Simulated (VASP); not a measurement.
A run of VASP 6.6.1 is set up as follows.

Contents of INCAR:

```
SYSTEM = Fe
  ALGO = Fast
  EDIFF = 1E-6
  ENCUT = 520
  GGA = PS
  ISIF = 2
  ISMEAR = -1
  ISPIN = 2
  LASPH = .TRUE.
  LCHARG = .TRUE.
  LDAU = .TRUE.
  LDAUJ = 0
  LDAUL = 2
  LDAUPRINT = 1
  LDAUTYPE = 2
  LDAUU = 2
  LELF = .TRUE.
  LMAXMIX = 4
  LORBIT = 11
  LREAL = .FALSE.
  LVHAR = .TRUE.
  LWAVE = .FALSE.
  MAGMOM = 3
  NBANDS = 14
  NELM = 150
  PREC = Accurate
  SIGMA = 0.05
```

The input KPOINTS:

```
k-points
0
G
  13 13 13
  0 0 0
```

The input POSCAR:

```
Fe
1.0
   -1.4430000000      1.4430000000      1.4430000000
    1.4430000000     -1.4430000000      1.4430000000
    1.4430000000      1.4430000000     -1.4430000000
Fe
1
Direct
    0.0000000000      0.0000000000      0.0000000000
```

Potentials or basis: VASP PAW PBE potentials, release 64 (Fe).

Run with:

```bash
$ cat potpaw_PBE.64/Fe/POTCAR > POTCAR
$ mpirun -np 1 vasp_std > vasp.out
```

(1) Estimate the pressure.

(2) Predict the net moment.

Results:

(1) -7.4 GPa.

(2) 2.66 μB per cell.

Caveat: the PAW data sets were made with another functional, which shifts forces and pressure a little; the U is typed as a test and isn't derived for this compound.
